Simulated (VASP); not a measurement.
A run of VASP 6.6.1 is set up as follows.

POSCAR

```
PbO
1.0
    4.1996609317      0.0000000000      0.0000000000
   -2.0998304658      3.6370130541      0.0000000000
    0.0000000000      0.0000000000      5.8509445696
Pb O
2 2
Direct
    0.6666666667      0.3333333333      0.0144180024
    0.3333333333      0.6666666667      0.5144180024
    0.6666666667      0.3333333333      0.6107819976
    0.3333333333      0.6666666667      0.1107819976
```

The input INCAR.step1:

```
SYSTEM = PbO
  ALGO = Normal
  EDIFF = 1E-4
  ENCUT = 520
  GGA = PE
  ISMEAR = 0
  LASPH = .TRUE.
  LCHARG = .FALSE.
  LREAL = .FALSE.
  LWAVE = .TRUE.
  NBANDS = 28
  NELM = 60
  PREC = Accurate
  SIGMA = 0.05
```

INCAR.step2

```
SYSTEM = PbO
  ALGO = Normal
  EDIFF = 1E-7
  ENCUT = 520
  ISIF = 2
  ISMEAR = 0
  ISTART = 1
  LASPH = .TRUE.
  LCHARG = .TRUE.
  LELF = .TRUE.
  LMIXTAU = .TRUE.
  LREAL = .FALSE.
  LVHAR = .TRUE.
  LWAVE = .FALSE.
  METAGGA = R2SCAN
  NBANDS = 28
  NELM = 60
  PREC = Accurate
  SIGMA = 0.05
```

Contents of KPOINTS:

```
k-points
0
G
  10 10 6
  0 0 0
```

Potentials or basis: VASP PAW PBE potentials, release 64 (Pb_d, O).

Run with:

```bash
$ cat potpaw_PBE.64/Pb_d/POTCAR potpaw_PBE.64/O/POTCAR > POTCAR
$ cp INCAR.step1 INCAR
$ mpirun -np 1 vasp_std > vasp.out
$ cp INCAR.step2 INCAR
$ mpirun -np 1 vasp_std > vasp.out
```

(1) What does it give for the pressure?

(2) What does it give for the largest force?

(3) Predict the band gap on the k mesh.

Results:

(1) -2.1 GPa.

(2) 0.046 eV/Å.

(3) 2.10 eV (least direct gap 2.51 eV).

Caveat: the PAW data sets were made with another functional, which shifts forces and pressure a little; spin-orbit coupling is left out, which moves the levels of the heavy elements.
